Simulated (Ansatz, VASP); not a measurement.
**One calculation of Rh, two programs**

Contents of INCAR:

```
PREC = Accurate ; ENCUT = 520
EDIFF = 1E-6 ; ISMEAR = -1
SIGMA = 0.1 ; LREAL = F
LASPH = T ; NELM = 100
ALGO = Normal ; ISIF = 2
LWAVE = F ; LCHARG = F
NBANDS = 22
```

File KPOINTS:

```
Automatic mesh
0
Gamma
  10 10 5
```

The input POSCAR:

```
Rh
1.0
    2.6940703403      0.0000000000      0.0000000000
   -1.3470351702      2.3331352708      0.0000000000
    0.0000000000      0.0000000000      4.3686382036
Rh
2
Direct
    0.6666666667      0.3333333333      0.7500000000
    0.3333333333      0.6666666667      0.2500000000
```

Input for Ansatz:

```yaml
crystal:
  lattice:
    - [2.6940703403020114, 0.0, 0.0]
    - [-1.3470351701510057, 2.3331352707995983, 0.0]
    - [0.0, 0.0, 4.368638203620698]
  atoms:
    - { symbol: Rh, position: [0.6666666666666666, 0.3333333333333333, 0.75] }
    - { symbol: Rh, position: [0.3333333333333333, 0.6666666666666666, 0.25] }
basis:
  ecutwfc: 500.0
kpoints:
  mp_grid:
    grid: [10, 10, 5]
hamiltonian:
  xc: lda
scf:
  occupations:
    method: fermi_dirac
    width: 0.1
output:
  stress: true
```

Alike in both runs: task single point; functional LDA; k mesh 10 × 10 × 5; occupations fermi-dirac, width 0.1 eV; no spin polarisation.

|  | VASP | Ansatz |
| --- | --- | --- |
| version | VASP 6.6.1 | Ansatz 0.2.0 |
| potentials or method | VASP PAW LDA potentials, release 64 (Rh_pv), cutoff 520 eV | plane waves, PAW |
| valence electrons in the cell | 30 | 34 |

```csv
,VASP,Ansatz,Ansatz less VASP
pressure (GPa),-8.4,-9.3,-0.83
"traceless stress, the component that is largest in VASP (GPa)",-0.13,-0.14,-0.004
```

LDA's correlation is that of Perdew and Zunger in VASP and of Perdew and Wang (1992) in Ansatz. VASP's potentials hold 30 valence electrons a cell and Ansatz's 34, so a difference there can come from the potentials and not from the codes. Ansatz's warnings: structure snapped to symmetry.
